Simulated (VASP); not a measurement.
Runs of VASP 6.6.1 on Sb. The structure is that of space group Fm-3m (No. 225), or close to it. The cells are those of the table. 

```tsv
cell	k mesh	cutoff (eV)	gap on the mesh (eV)	pressure (GPa)
a = 3.448 Å, angles 60.0°, 1 atom	16 × 16 × 16	520	none	(a)
a = 3.240 Å, angles 60.0°, 1 atom	16 × 16 × 16	520	none	10.4
a = 3.486 Å, angles 60.0°, 1 atom	16 × 16 × 16	520	none	-4.2
a = 3.322 Å, angles 60.0°, 1 atom	16 × 16 × 16	520	none	(b)
a = 3.353 Å, angles 60.0°, 1 atom	14 × 14 × 14	500	none	1.7
a = 3.410 Å, angles 60.0°, 1 atom	16 × 16 × 16	520	none	-1.2
```

Alike in all rows: task single point; level PBE; potentials or basis VASP PAW PBE potentials, release 64 (Sb); no spin polarisation; smearing gaussian 0.1 eV.

Fill in the values left out.

(a) -2.8; (b) 3.8.

Caveats: spin-orbit coupling is left out, which moves the levels of the heavy elements.

A k mesh can miss the band edges, and the runs leave out spin-orbit coupling on Sb.

A gap of «none» marks levels without a gap at the run's occupations.
